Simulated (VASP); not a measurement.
Runs of VASP 6.6.1 on PbSe. The structure is that of space group Fm-3m (No. 225), or close to it. The cells are those of the table. 

| level | cell | smearing | gap on the mesh (eV) | pressure (GPa) |
| --- | --- | --- | --- | --- |
| r2SCAN | a = 4.412, b = 4.412, c = 4.368 Å, angles 60.3, 60.3, 59.3°, 2 atoms | gaussian 0.01 eV | 0.72 | -0.9 |
| PBE | a = 4.434, b = 4.434, c = 4.368 Å, angles 60.5, 60.5, 59.0°, 2 atoms | fermi-dirac 0.02 eV | (a) | -0.4 |
| PBE | a = 4.368 Å, angles 60.0°, 2 atoms | fermi-dirac 0.02 eV | 0.38 | 0.9 |
| r2SCAN | a = 4.325, b = 4.325, c = 4.368 Å, angles 59.7, 59.7, 60.7°, 2 atoms | gaussian 0.01 eV | (b) | 1.2 |
| PBE | a = 4.456, b = 4.456, c = 4.368 Å, angles 60.7, 60.7, 58.7°, 2 atoms | fermi-dirac 0.02 eV | 0.46 | -0.7 |
| PBE | a = 4.412, b = 4.412, c = 4.368 Å, angles 60.3, 60.3, 59.3°, 2 atoms | fermi-dirac 0.02 eV | 0.43 | 0.0 |
| r2SCAN | a = 4.346, b = 4.346, c = 4.368 Å, angles 59.8, 59.8, 60.3°, 2 atoms | gaussian 0.01 eV | 0.63 | 0.6 |
| r2SCAN | a = 4.434, b = 4.434, c = 4.368 Å, angles 60.5, 60.5, 59.0°, 2 atoms | gaussian 0.01 eV | 0.74 | -1.3 |

Alike in all rows: task single point; potentials or basis VASP PAW PBE potentials, release 64 (Pb_d, Se); no spin polarisation; k mesh 8 × 8 × 8; cutoff (eV) 520.

Q: Fill in the values left out.

A: (a) 0.45; (b) 0.59.

Caveats: spin-orbit coupling is left out, which moves the levels of the heavy elements; the PAW data sets were made with another functional, which shifts forces and pressure a little (at least some runs).

A k mesh can miss the band edges, and the runs leave out spin-orbit coupling on Pb, Se.
